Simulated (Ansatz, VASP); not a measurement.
**Cd3O2: VASP beside Ansatz**

```xyz
10
Lattice="5.3923 0.0000 0.0000 -2.6961 4.6699 0.0000 0.0000 0.0000 7.8638" Properties=species:S:1:pos:R:3 pbc="T T T"
Cd    0.0000    0.0000    2.9004
Cd    0.0000    0.0000    4.9633
Cd    0.0000    3.1132    0.0000
Cd    2.6961    1.5566    0.0000
Cd    0.0000    3.1132    3.9319
Cd    2.6961    1.5566    3.9319
O     0.0000    3.1132    1.9503
O     0.0000    3.1132    5.9134
O     2.6961    1.5566    5.9134
O     2.6961    1.5566    1.9503
```

Alike in both runs: task relaxation of cell and atoms; functional PBE; k mesh 4 × 4 × 2; occupations gaussian, width 0.2 eV; no spin polarisation.

|  | VASP | Ansatz |
| --- | --- | --- |
| version | VASP 6.6.1 | Ansatz 0.2.0 |
| potentials or method | VASP PAW PBE potentials, release 64 (Cd, O), cutoff 600 eV | scalar-relativistic, plane waves, PAW |
| valence electrons in the cell | 96 | 144 |

Ansatz gave:

```
gap on the k mesh at the Fermi level, each at its own relaxed structure (eV) : 0.10
relaxed volume (Å³/atom)                                                     : 21.38
relaxed cell length with the largest relative difference (Å)                 : 5.560
```

**Question.** What did VASP give for the same quantities?

**Answer.** gap on the k mesh at the Fermi level, each at its own relaxed structure (eV): 0.04; relaxed volume (Å³/atom): 21.07; relaxed cell length with the largest relative difference (Å): 5.487.

VASP's potentials hold 96 valence electrons a cell and Ansatz's 144, so a difference there can come from the potentials and not from the codes.
